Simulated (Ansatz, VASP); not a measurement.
## TePb in VASP and in Ansatz

The input INCAR:

```
SYSTEM = TePb
PREC     = Accurate       ! precision mode
ENCUT    = 600            ! plane-wave cutoff, eV
EDIFF    = 1E-6           ! SCF threshold, eV
ISMEAR   = 0              ! smearing method
SIGMA    = 0.02           ! smearing width, eV
LREAL    = .FALSE.        ! projectors in reciprocal space
LASPH    = .TRUE.         ! aspherical terms in the spheres
NELM     = 80             ! most SCF steps
ALGO     = Normal         ! electronic algorithm
ISIF     = 3              ! what is computed and relaxed
LWAVE    = .FALSE.        ! write WAVECAR
LCHARG   = .FALSE.        ! write CHGCAR
GGA      = PE             ! functional
IBRION   = 2              ! ionic algorithm
NSW      = 65             ! ionic steps
EDIFFG   = -0.01          ! ionic threshold
```

Contents of KPOINTS:

```
Automatic mesh
0
G
  6 6 6
  0 0 0
```

File POSCAR:

```
TePb
1.0
    4.6452898470      0.0000000000      0.0000000000
   -2.3226449235      4.0229390155      0.0000000000
    0.0000000000      0.0000000000      7.5856413266
Pb Te
2 2
Direct
    0.0000000000      0.0000000000      0.0000000000
    0.3333333333      0.6666666667      0.5000000000
    0.6666666667      0.3333333333      0.2500000000
    0.6666666667      0.3333333333      0.7500000000
```

Input for Ansatz:

```yaml
crystal:
  lattice:
    - [4.645289847, 0.0, 0.0]
    - [-2.3226449235, 4.0229390155, 0.0]
    - [0.0, 0.0, 7.5856413266]
  atoms:
    - { symbol: Pb, position: [0.0, 0.0, 0.0] }
    - { symbol: Te, position: [0.6666666667, 0.3333333333, 0.25] }
    - { symbol: Pb, position: [0.3333333333, 0.6666666667, 0.5] }
    - { symbol: Te, position: [0.6666666667, 0.3333333333, 0.75] }
basis:
  ecutwfc: 420
kpoints:
  mp_grid: { grid: [6, 6, 6] }
hamiltonian:
  xc: pbe
scf:
  occupations: { method: gaussian, width: 0.02 }
output:
  forces: true
  stress: true
  eigenvalues: true
  populations: true
  write_density: true
  write_potential: true
  elf: true
  volumetric_format: npy
relax:
  adjacent_minimum: "off"
  f_tol: 0.01
  max_steps: 45
  cell: { stress_tol: 0.05 }
```

Alike in both runs: task relaxation of cell and atoms; functional PBE; k mesh 6 × 6 × 6; occupations gaussian, width 0.02 eV; no spin polarisation.

|  | VASP | Ansatz |
| --- | --- | --- |
| version | VASP 6.6.1 | Ansatz 0.2.0 |
| potentials or method | VASP PAW PBE potentials, release 64 (Pb_d, Te), cutoff 600 eV | scalar-relativistic, plane waves, PAW |
| valence electrons in the cell | 40 | 60 |

Ansatz gave:

```
gap on the k mesh at the Fermi level, each at its own relaxed structure (eV) : 0.27
relaxed volume (Å³/atom)                                                     : 35.76
```

Question: Which values does VASP return?

Answer: gap on the k mesh at the Fermi level, each at its own relaxed structure (eV): 0.26; relaxed volume (Å³/atom): 35.77.

VASP's potentials hold 40 valence electrons a cell and Ansatz's 60, so a difference there can come from the potentials and not from the codes.

Neither program's run includes spin-orbit coupling.
